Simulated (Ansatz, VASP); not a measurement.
Two plane-wave programs on Li

```
CELL_PARAMETERS angstrom
-1.71540 1.71540 1.71540
1.71540 -1.71540 1.71540
1.71540 1.71540 -1.71540
ATOMIC_POSITIONS crystal
Li 0.00000 0.00000 0.00000
```

Alike in both runs: task relaxation of cell and atoms; functional PBE; k mesh 17 × 17 × 17; occupations fermi-dirac, width 0.1 eV; no spin polarisation.

|  | VASP | Ansatz |
| --- | --- | --- |
| version | VASP 6.6.1 | Ansatz 0.2.0 |
| potentials or method | VASP PAW PBE potentials, release 64 (Li_sv) | PAW with Ansatz's default frozen-core files, scalar-relativistic |
| plane-wave cutoff (eV) | 750 | 420 |
| valence electrons in the cell | 3 | 3 |

|  | VASP | Ansatz | Ansatz less VASP |
| --- | --- | --- | --- |
| relaxed volume (Å³/atom) | 20.11 | 20.23 | +0.123 |
| relaxed cell length with the largest relative difference (Å) | 2.967 | 2.973 | +0.0060 |
